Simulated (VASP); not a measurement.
Input of a VASP 6.6.1 run:

POSCAR

```
Al
1.0
    1.4178217681     -2.4575772397      0.0000000000
    1.4178217681      2.4575772397      0.0000000000
    0.0000000000      0.0000000000      4.5928111077
Al
2
Direct
    0.8333142487      0.1666857513      0.2500000000
    0.1666857513      0.8333142487      0.7500000000
```

File INCAR.step1:

```
PREC = Accurate
ENCUT = 520
ISMEAR = 0
SIGMA = 0.1
LREAL = False
LASPH = True
NELM = 60
NBANDS = 10
GGA = PE
ALGO = Normal
EDIFF = 1E-4
LWAVE = True
LCHARG = False
```

INCAR.step2

```
PREC = Accurate
ENCUT = 520
EDIFF = 1E-7
ISMEAR = 0
SIGMA = 0.1
LREAL = False
LASPH = True
NELM = 60
ALGO = Normal
ISIF = 2
LWAVE = False
LCHARG = False
METAGGA = R2SCAN
LMIXTAU = True
NBANDS = 10
ISTART = 1
```

File KPOINTS:

```
regular mesh
0
Gamma
  12 12 10
```

Potentials or basis: VASP PAW PBE potentials, release 64 (Al).

Run with:

```bash
$ cat potpaw_PBE.64/Al/POTCAR > POTCAR
$ cp INCAR.step1 INCAR
$ mpirun -np 1 vasp_std > vasp.out
$ cp INCAR.step2 INCAR
$ mpirun -np 1 vasp_std > vasp.out
```

(1) What does it give for the pressure?

(2) Predict the band gap on the k mesh.

Answers

(1) -0.3 GPa.

(2) zero (band 3 reaches 12.89 eV, above the bottom of band 4 at 4.93 eV).

Caveat: the PAW data sets were made with another functional, which shifts forces and pressure a little.
